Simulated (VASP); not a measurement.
# KCl (ae) (Pm-3m) in VASP: a series of runs

KCl (ae) is run at these levels: LDA; tasks: single point, relaxation of cell and atoms.

Program: VASP 6.6.1. These are calculated values, not measurements. Logs are shortened: lines on timing, memory, paths and dates and some standing lists are left out, and cuts for length are marked.

**1. The cell of the first run**

The structure is cubic, space group Pm-3m (No. 221). Conventional cell: a = 3.672 Å, b = 3.672 Å, c = 3.672 Å, α = 90.00°, β = 90.00°, γ = 90.00°. Within 4.2 Å of K (site symmetry m-3m) lie 8 Cl at 3.18 Å and 6 K at 3.67 Å. Within 4.2 Å of Cl (site symmetry m-3m) lie 8 K at 3.18 Å and 6 Cl at 3.67 Å.

**2. Single point, LDA (volume scaled by 1.03)**

File INCAR:

```
SYSTEM = KCl
ALGO = Normal ; EDIFF = 1E-6
ENCUT = 500 ; GGA_COMPAT = .False.
ISIF = 2 ; ISMEAR = 0
LASPH = .True. ; LCHARG = .True.
LELF = .True. ; LREAL = .False.
LVHAR = .True. ; LWAVE = .False.
NBANDS = 15 ; NELM = 120
PREC = Accurate ; SIGMA = 0.02
```

File KPOINTS:

```
k-points
0
Gamma
  6 6 6
  0 0 0
```

File POSCAR:

```
KCl
1.0
    3.6722186714      0.0000000000      0.0000000000
    0.0000000000      3.6722186714      0.0000000000
    0.0000000000      0.0000000000      3.6722186714
K Cl
1 1
Direct
    0.0000000000      0.0000000000      0.0000000000
    0.5000000000      0.5000000000      0.5000000000
```

Potentials or basis: VASP PAW LDA potentials, release 64 (K_sv, Cl).

Started as:

```console
$ cat potpaw_LDA.64/K_sv/POTCAR potpaw_LDA.64/Cl/POTCAR > POTCAR
$ mpirun -np 1 vasp_std > vasp.out
```

OUTCAR:

```text
SYSTEM = KCl
   EDIFF = 1E-6
   ENCUT = 500
   ISIF = 2
   ISMEAR = 0
   LASPH = .True.
   LREAL = .False.
   NELM = 120
   PREC = Accurate

 ion  position               nearest neighbor table
   1  0.000  0.000  0.000-   2 3.18   2 3.18   2 3.18   2 3.18   2 3.18   2 3.18   2 3.18   2 3.18

   2  0.500  0.500  0.500-   1 3.18   1 3.18   1 3.18   1 3.18   1 3.18   1 3.18   1 3.18   1 3.18

  LATTYP: Found a simple cubic cell.
 ALAT       =     3.6722186714

  Lattice vectors:

 A1 = (   3.6722186714,   0.0000000000,   0.0000000000)
 A2 = (   0.0000000000,   3.6722186714,   0.0000000000)
 A3 = (   0.0000000000,   0.0000000000,   3.6722186714)

Analysis of symmetry for initial positions (statically):
=====================================================================
 Subroutine PRICEL returns:
 Original cell was already a primitive cell.

 Routine SETGRP: Setting up the symmetry group for a
 simple cubic supercell.

 Subroutine GETGRP returns: Found 48 space group operations
 (whereof 48 operations were pure point group operations)
 out of a pool of 48 trial point group operations.

The static configuration has the point symmetry O_h .

Analysis of symmetry for dynamics (positions and initial velocities):
=====================================================================
 Subroutine PRICEL returns:
 Original cell was already a primitive cell.

 Routine SETGRP: Setting up the symmetry group for a
 simple cubic supercell.

 Subroutine GETGRP returns: Found 48 space group operations
 (whereof 48 operations were pure point group operations)
 out of a pool of 48 trial point group operations.

The dynamic configuration has the point symmetry O_h .

 Subroutine INISYM returns: Found 48 space group operations
 (whereof 48 operations are pure point group operations),
 and found     1 'primitive' translations

----------------------------------------------------------------------------------------

                                     Primitive cell

  volume of cell :      49.5206

  direct lattice vectors                    reciprocal lattice vectors
     3.672218671  0.000000000  0.000000000     0.272314938  0.000000000  0.000000000
     0.000000000  3.672218671  0.000000000     0.000000000  0.272314938  0.000000000
     0.000000000  0.000000000  3.672218671     0.000000000  0.000000000  0.272314938

  length of vectors
     3.672218671  3.672218671  3.672218671     0.272314938  0.272314938  0.272314938

  position of ions in fractional coordinates (direct lattice)
     0.000000000  0.000000000  0.000000000
     0.500000000  0.500000000  0.500000000

  ion indices of the primitive-cell ions
   primitive index   ion index
                 1           1
                 2           2

----------------------------------------------------------------------------------------

 KPOINTS: k-points

Automatic generation of k-mesh.
 Grid dimensions read from file:
 generate k-points for:    6    6    6

 Generating k-lattice:

  Cartesian coordinates                     Fractional coordinates (reciprocal lattice)
     0.045385823  0.000000000  0.000000000     0.166666667  0.000000000  0.000000000
     0.000000000  0.045385823  0.000000000     0.000000000  0.166666667  0.000000000
     0.000000000  0.000000000  0.045385823     0.000000000  0.000000000  0.166666667

  Length of vectors
     0.045385823  0.045385823  0.045385823

  Shift w.r.t. Gamma in fractional coordinates (k-lattice)
     0.000000000  0.000000000  0.000000000

 Subroutine IBZKPT returns following result:
 ===========================================

 Found     20 irreducible k-points:

 Following reciprocal coordinates:
            Coordinates               Weight
  0.000000  0.000000  0.000000      1.000000
  0.166667  0.000000  0.000000      6.000000
  0.333333  0.000000  0.000000      6.000000
  0.500000  0.000000  0.000000      3.000000
  0.166667  0.166667  0.000000     12.000000
  0.333333  0.166667  0.000000     24.000000
[... 12 lines left out ...]
  0.500000  0.500000  0.333333      6.000000
  0.500000  0.500000  0.500000      1.000000
   k-points           NKPTS =     20   k-points in BZ     NKDIM =     20   number of bands    NBANDS=     15
   number of dos      NEDOS =    301   number of ions     NIONS =      2
   total plane-waves  NPLWV =  21952
   dimension x,y,z NGX =    28 NGY =   28 NGZ =   28
   dimension x,y,z NGXF=    56 NGYF=   56 NGZF=   56
   ions per type =               1   1
   NGX,Y,Z   is equivalent  to a cutoff of  12.68, 12.68, 12.68 a.u.
   NGXF,Y,Z  is equivalent  to a cutoff of  25.35, 25.35, 25.35 a.u.
 SYSTEM =  KCl
   PREC   = accura    normal or accurate (medium, high low for compatibility)
   ISTART =      0    job   : 0-new  1-cont  2-samecut
   ICHARG =      2    charge: 1-file 2-atom 10-const
   ISPIN  =      1    spin polarized calculation?
   LNONCOLLINEAR =      F non collinear calculations
   LSORBIT =      F    spin-orbit coupling
   LASPH  =      T    aspherical Exc in radial PAW
   ENCUT  =  500.0 eV  36.75 Ry    6.06 a.u.   6.70  6.70  6.70*2*pi/ulx,y,z
   NELM   =    120;   NELMIN=  2; NELMDL= -5     # of ELM steps
   EDIFF  = 0.1E-05   stopping-criterion for ELM
   LREAL  =      F    real-space projection
[... 7 lines left out ...]
   TEBEG  =    0.0;   TEEND  =   0.0 temperature during run
   PSTRESS=    0.0 pullay stress
   NELECT =      16.0000    total number of electrons
   NUPDOWN=      -1.0000    fix difference up-down
   EMIN   =  10.00;   EMAX   =-10.00  energy-range for DOS
   EFERMI =   0.00;   METHOD = LEGACY
   ISMEAR =     0;   SIGMA  =   0.02  broadening in eV -4-tet -1-fermi 0-gaus
   EFERMI_NEDOS =   21; number of points for ismear=-14 and -15
   IALGO  =     38    algorithm
   IMIX   =      4    mixing-type and parameters
     AMIX     =   0.40;   BMIX     =  1.00
     AMIX_MAG =   1.60;   BMIX_MAG =  1.00
  volume/ion in A,a.u.               =      24.76       167.09
  Fermi-wavevector in a.u.,A,eV,Ry     =   1.123362  2.122846 17.169757  1.261942
  Thomas-Fermi vector in A             =   2.260027
   LORBIT       =      0    0 simple, 1 ext, 2 COOP (PROOUT), +10 PAW based schemes
   GGA     = CA    functional components
   LHFCALC =     F    Hartree Fock is set to
   AEXX    =    0.0000 exact exchange contribution
   IVDW    =     0    specifies the selected vdW correction
   LEPSILON=     F    determine dielectric tensor
   LRPA    =     F    only Hartree local field effects (RPA)
 non-spin polarized calculation
 Gauss-broadening in eV      SIGMA  =   0.02
  energy-cutoff  :      500.00
  volume of cell :       49.52
 maximum number of plane-waves:      1328
 NGX is ok and might be reduce to    28
   NGX = 13   NGY = 13   NGZ = 13

 number of electron      15.9999995 magnetization

 Free energy of the ion-electron system (eV)
  ---------------------------------------------------
  ext. energy  EPLUGINS =         0.00000000
  ---------------------------------------------------
  free energy    TOTEN  =        -7.34557299 eV

  energy without entropy =       -7.34557299  energy(sigma->0) =       -7.34557299

 E-fermi :  -0.1929     XC(G=0):  -9.2109

 val. band max:       -0.3462622471   @ k =   0.5000   0.5000   0.0000
 cond. band min:       4.6258205627   @ k =   0.0000   0.0000   0.0000
 fundamental gap:      4.9720828098
 Fermi energy:        -0.1928585421

 k-point     1 :       0.0000    0.0000    0.0000
  band No.  band energies     occupation
      1     -27.8345      2.00000
      2     -13.1102      2.00000
      3     -11.4220      2.00000
      4     -11.4220      2.00000
      5     -11.4220      2.00000
      6      -0.5814      2.00000
      7      -0.5814      2.00000
      8      -0.5814      2.00000
      9       4.6258      0.00000
     10       5.7313      0.00000
     11       5.7313      0.00000
     12      10.4759      0.00000
     13      10.4759      0.00000
     14      10.4759      0.00000
     15      13.6746      0.00000

 k-point     2 :       0.1667    0.0000    0.0000
  band No.  band energies     occupation
      1     -27.8252      2.00000
      2     -13.1662      2.00000
      3     -11.4085      2.00000
      4     -11.4085      2.00000
      5     -11.3830      2.00000
      6      -1.2100      2.00000
      7      -0.5951      2.00000
      8      -0.5951      2.00000
      9       5.3168      0.00000
     10       5.9840      0.00000
     11       6.4391      0.00000
     12      10.3720      0.00000
     13      10.3720      0.00000
     14      10.6291      0.00000
     15      12.5103      0.00000

 k-point     3 :       0.3333    0.0000    0.0000
  band No.  band energies     occupation
      1     -27.8066      2.00000
      2     -13.2842      2.00000
      3     -11.3814      2.00000
      4     -11.3814      2.00000
      5     -11.2870      2.00000
      6      -2.1787      2.00000
      7      -0.6243      2.00000
      8      -0.6243      2.00000
      9       6.6808      0.00000
     10       6.6833      0.00000
     11       7.8309      0.00000
     12      10.3197      0.00000
     13      10.3197      0.00000
     14      10.6154      0.00000
     15      10.9902      0.00000
[... 271 lines left out ...]
 k-point    19 :       0.5000    0.5000    0.3333
  band No.  band energies     occupation
      1     -27.7404      2.00000
      2     -12.5778      2.00000
      3     -11.7119      2.00000
      4     -11.7119      2.00000
      5     -11.5996      2.00000
      6      -1.9985      2.00000
      7      -1.9985      2.00000
      8      -1.7077      2.00000
      9       7.5079      0.00000
     10       8.4293      0.00000
     11       8.4293      0.00000
     12       9.1930      0.00000
     13      10.3977      0.00000
     14      10.3977      0.00000
     15      12.4246      0.00000

 k-point    20 :       0.5000    0.5000    0.5000
  band No.  band energies     occupation
      1     -27.7325      2.00000
      2     -12.5231      2.00000
      3     -11.6864      2.00000
      4     -11.6864      2.00000
      5     -11.6864      2.00000
      6      -2.0692      2.00000
      7      -2.0692      2.00000
      8      -2.0692      2.00000
      9       8.5419      0.00000
     10       8.5419      0.00000
     11       8.5419      0.00000
     12       9.9228      0.00000
     13       9.9228      0.00000
     14       9.9228      0.00000
     15      12.4596      0.00000

------------------------ aborting loop because EDIFF is reached ----------------------------------------

  FORCE on cell =-STRESS in cart. coord.  units (eV):
  Direction    XX          YY          ZZ          XY          YZ          ZX
  --------------------------------------------------------------------------------------
  -------------------------------------------------------------------------------------
  Total       -0.2244558     -0.2244558     -0.2244558     -0.0000000     -0.0000000     -0.0000000
  in kB       -7.2619934     -7.2619934     -7.2619934     -0.0000000     -0.0000000     -0.0000000
  external PRESSURE =      -7.2619934 kB  Pullay stress =       0.0000000 kB

 VOLUME and BASIS-vectors are now :
 -----------------------------------------------------------------------------
  energy-cutoff  :      500.00
  volume of cell :       49.52
      direct lattice vectors                 reciprocal lattice vectors
     3.672218671  0.000000000  0.000000000     0.272314938  0.000000000  0.000000000
     0.000000000  3.672218671  0.000000000     0.000000000  0.272314938  0.000000000
     0.000000000  0.000000000  3.672218671     0.000000000  0.000000000  0.272314938

 POSITION                                       TOTAL-FORCE (eV/Angst)
 -----------------------------------------------------------------------------------
      0.00000      0.00000      0.00000         0.000000      0.000000      0.000000
      1.83611      1.83611      1.83611         0.000000      0.000000      0.000000
 -----------------------------------------------------------------------------------
    total drift:                               -0.000000      0.000000      0.000000

  FREE ENERGIE OF THE ION-ELECTRON SYSTEM (eV)
  ---------------------------------------------------
  free  energy   TOTEN  =        -7.3455729932 eV

  energy  without entropy=       -7.3455729932  energy(sigma->0) =       -7.34557299
```

Run time: 16 s. Hardware: 1 thread of Intel Xeon Platinum 8259CL at 2.50GHz (Skylake/Cascade Lake), shared host; peak memory 0.14 GiB.

Results:

```yaml
Free_energy: -7.3456 eV
Pressure: -0.7 GPa
Band_gap_on_the_k_mesh: 4.97 eV, indirect (least direct gap 5.21 eV)
```

Caveat: the cell differs from its parent crystal (volume scaled by 1.03).

**3. Single point, LDA (volume scaled by 1.06)**

File INCAR:

```
SYSTEM = KCl
PREC     = Accurate       ! precision mode
ENCUT    = 500            ! plane-wave cutoff, eV
EDIFF    = 1E-6           ! SCF threshold, eV
ISMEAR   = 0              ! smearing method
SIGMA    = 0.02           ! smearing width, eV
LREAL    = .False.        ! projectors in reciprocal space
LASPH    = .True.         ! aspherical terms in the spheres
NELM     = 120            ! most SCF steps
ALGO     = Normal         ! electronic algorithm
ISIF     = 2              ! what is computed and relaxed
LWAVE    = .False.        ! write WAVECAR
LCHARG   = .True.         ! write CHGCAR
LELF     = .True.         ! ELF
LVHAR    = .True.       
NBANDS   = 15             ! bands
GGA_COMPAT= .False.
```

File KPOINTS:

```
Automatic mesh
0
Gamma
  6 6 6
  0 0 0
```

File POSCAR:

```
KCl
1.0
    3.7075306326      0.0000000000      0.0000000000
    0.0000000000      3.7075306326      0.0000000000
    0.0000000000      0.0000000000      3.7075306326
K Cl
1 1
Direct
    0.0000000000      0.0000000000      0.0000000000
    0.5000000000      0.5000000000      0.5000000000
```

Potentials or basis: VASP PAW LDA potentials, release 64 (K_sv, Cl).

Started as:

```console
$ cat potpaw_LDA.64/K_sv/POTCAR potpaw_LDA.64/Cl/POTCAR > POTCAR
$ mpirun -np 1 vasp_std > vasp.out
```

Run time: 18 s. Hardware: 1 thread of Intel Xeon Platinum 8259CL at 2.50GHz (Skylake/Cascade Lake), shared host; peak memory 0.14 GiB.

It converged, with:

- Free energy: -7.3365 eV
- Pressure: -1.4 GPa
- Band gap on the k mesh: 4.83 eV, indirect (least direct gap 5.06 eV)

Levels at points of the mesh, in eV from the valence-band top:
| k point | band 6 | band 7 | band 8 | band 9 | band 10 | band 11 |
| --- | --- | --- | --- | --- | --- | --- |
| (0.00, 0.00, 0.00) | -0.23 | -0.23 | -0.23 | 4.83 | 6.12 | 6.12 |
| (0.50, 0.00, 0.00) | -2.15 | -0.28 | -0.28 | 7.63 | 7.85 | 8.51 |
| (0.50, 0.50, 0.00) | -1.40 | -1.40 | 0.00 | 5.87 | 7.10 | 8.79 |
| (0.50, 0.50, 0.50) | -1.64 | -1.64 | -1.64 | 8.79 | 8.79 | 8.79 |

Caveat: the cell differs from its parent crystal (volume scaled by 1.06).

**4. Single point, LDA (volume scaled by 1.09)**

File INCAR:

```
SYSTEM = KCl
PREC = Accurate ; ENCUT = 500
EDIFF = 1E-6 ; ISMEAR = 0
SIGMA = 0.02 ; LREAL = .FALSE.
LASPH = .TRUE. ; NELM = 120
ALGO = Normal ; ISIF = 2
LWAVE = .FALSE. ; LCHARG = .TRUE.
LELF = .TRUE. ; LVHAR = .TRUE.
NBANDS = 15 ; GGA_COMPAT = .FALSE.
```

File KPOINTS:

```
regular mesh
0
G
  6 6 6
  0 0 0
```

File POSCAR:

```
KCl
1.0
    3.7421824600      0.0000000000      0.0000000000
    0.0000000000      3.7421824600      0.0000000000
    0.0000000000      0.0000000000      3.7421824600
K Cl
1 1
Direct
    0.0000000000      0.0000000000      0.0000000000
    0.5000000000      0.5000000000      0.5000000000
```

Started as:

```console
$ cat potpaw_LDA.64/K_sv/POTCAR potpaw_LDA.64/Cl/POTCAR > POTCAR
$ mpirun -np 1 vasp_std > vasp.out
```

It took 16 s on 1 thread of Intel Xeon Platinum 8259CL at 2.50GHz (Skylake/Cascade Lake), shared host; peak memory 0.14 GiB.

It converged, with:

* Free energy: -7.3217 eV
* Pressure: -2.0 GPa
* Band gap on the k mesh: 4.70 eV, indirect (least direct gap 4.92 eV)

Levels at points of the mesh, in eV from the valence-band top:
| k point | band 5 | band 6 | band 7 | band 8 | band 9 | band 10 | band 11 | band 12 |
| --- | --- | --- | --- | --- | --- | --- | --- | --- |
| (0.00, 0.00, 0.00) | -11.16 | -0.23 | -0.23 | -0.23 | 4.70 | 6.16 | 6.16 | 10.68 |
| (0.50, 0.00, 0.00) | -10.99 | -2.07 | -0.26 | -0.26 | 7.63 | 7.70 | 8.34 | 9.89 |
| (0.50, 0.50, 0.00) | -11.09 | -1.36 | -1.36 | 0.00 | 5.86 | 7.07 | 8.77 | 8.77 |
| (0.50, 0.50, 0.50) | -11.39 | -1.56 | -1.56 | -1.56 | 8.70 | 8.70 | 8.70 | 10.01 |

Caveat: the cell differs from its parent crystal (volume scaled by 1.09). A k mesh can miss the band edges.

**5. Relaxation of cell and atoms, LDA**

This run uses another cell than the first one, of 24.31 Å³/atom, 0.982 times its volume.

File INCAR:

```
SYSTEM = KCl
  PREC = Accurate
  ENCUT = 500
  EDIFF = 1E-7
  ISMEAR = 0
  SIGMA = 0.02
  LREAL = .False.
  LASPH = .True.
  NELM = 120
  ALGO = Normal
  ISIF = 3
  LWAVE = .False.
  LCHARG = .False.
  GGA = CA
  IBRION = 2
  NSW = 50
  EDIFFG = -0.003
  GGA_COMPAT = .False.
  NELMIN = 4
```

File KPOINTS:

```
regular mesh
0
Gamma
  6 6 6
  0 0 0
```

File POSCAR:

```
KCl
1.0
    3.6499542939      0.0000000000      0.0000000000
    0.0000000000      3.6499542939      0.0000000000
    0.0000000000      0.0000000000      3.6499542939
K Cl
1 1
Direct
    0.0000000000      0.0000000000      0.0000000000
    0.5000000000      0.5000000000      0.5000000000
```

Started as:

```console
$ cat potpaw_LDA.64/K_sv/POTCAR potpaw_LDA.64/Cl/POTCAR > POTCAR
$ mpirun -np 1 vasp_std > vasp.out
```

Wall time 32 s (1 thread of Intel Xeon Platinum 8259CL at 2.50GHz (Skylake/Cascade Lake), shared host); peak memory 0.15 GiB.

Results (log left out):

```
Free energy                            : -7.3482 eV
Relaxed volume                         : 24.11 Å³/atom
Relaxed cell                           : a = 3.640 Å, b = 3.640 Å, c = 3.640 Å, α = 90.00°, β = 90.00°, γ = 90.00°
Space group after relaxing (to 0.05 Å) : Pm-3m (No. 221)
Energy gained by relaxing              : 0.2 meV/atom
Ionic steps                            : 3
Pressure after relaxing                : 0.0 GPa
Band gap on the k mesh                 : 5.11 eV, indirect (least direct gap 5.35 eV)
```

Step by step:
```csv
step,energy change (eV),largest force (eV/Å),pressure (GPa),volume (Å³)
1,0.0000,0.0000,-0.24,48.63
2,-0.0003,0.0000,-0.09,48.37
3,-0.0003,0.0000,0.00,48.22
```

Final structure:
```yaml
crystal:
  lattice:
    - [3.63981, 0.00000, 0.00000]
    - [0.00000, 3.63981, 0.00000]
    - [0.00000, 0.00000, 3.63981]
  atoms:
    - { symbol: K, position: [0.00000, 0.00000, 0.00000] }
    - { symbol: Cl, position: [0.50000, 0.50000, 0.50000] }
```

Levels at points of the mesh, in eV from the valence-band top:
```
           k point  band 6  band 7  band 8  band 9  band 10  band 11
(0.00, 0.00, 0.00)   -0.24   -0.24   -0.24    5.11     6.03     6.03
(0.50, 0.00, 0.00)   -2.32   -0.31   -0.31    7.63     8.16     8.83
(0.50, 0.50, 0.00)   -1.49   -1.49    0.00    5.88     7.16     8.81
(0.50, 0.50, 0.50)   -1.80   -1.80   -1.80    8.98     8.98     8.98
```

A k mesh can miss the band edges. A hybrid or GW would open this gap; LDA tends to underestimate it.

**6. Summary**

```csv
task,cell,gap on the mesh (eV),pressure (GPa)
single point,"a = 3.672 Å, 2 atoms",4.97,-0.7
single point,"a = 3.708 Å, 2 atoms",4.83,-1.4
single point,"a = 3.742 Å, 2 atoms",4.70,-2.0
relaxation of cell and atoms,"relaxed from a = 3.650 Å, 2 atoms",5.11,0.0
```

Alike in all rows: level LDA; potentials or basis VASP PAW LDA potentials, release 64 (K_sv, Cl); no spin polarisation; k mesh 6 × 6 × 6; cutoff (eV) 500; smearing gaussian 0.02 eV.

Absolute energies hang on the potentials; compare differences alone.
